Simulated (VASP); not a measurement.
Runs of VASP 6.6.1 on Sn. The structure is that of space group I4_1/amd (No. 141), or close to it. The cells are those of the table. 

| cell | gap on the mesh (eV) | pressure (GPa) |
| --- | --- | --- |
| a = 4.426 Å, angles 97.5, 97.5, 137.8°, 2 atoms | none | 2.4 |
| a = 4.386 Å, angles 97.5, 97.5, 137.8°, 2 atoms | none | (b) |
| a = 4.503 Å, angles 97.5, 97.5, 137.8°, 2 atoms | none | (a) |
| a = 4.346 Å, angles 97.5, 97.5, 137.8°, 2 atoms | none | 6.0 |
| a = 4.541 Å, angles 97.5, 97.5, 137.8°, 2 atoms | none | -1.4 |

Alike in all rows: task single point; level PBE; potentials or basis VASP PAW PBE potentials, release 64 (Sn_d); no spin polarisation; k mesh 10 × 10 × 10; cutoff (eV) 520; smearing fermi-dirac 0.1 eV.

Problem. Fill in the values left out.

Solution. (a) -0.3; (b) 4.0.

Caveats: spin-orbit coupling is left out, which moves the levels of the heavy elements; the cell stands under pressure (at least some runs).

A k mesh can miss the band edges, and the runs leave out spin-orbit coupling on Sn.

A gap of «none» marks levels without a gap at the run's occupations.
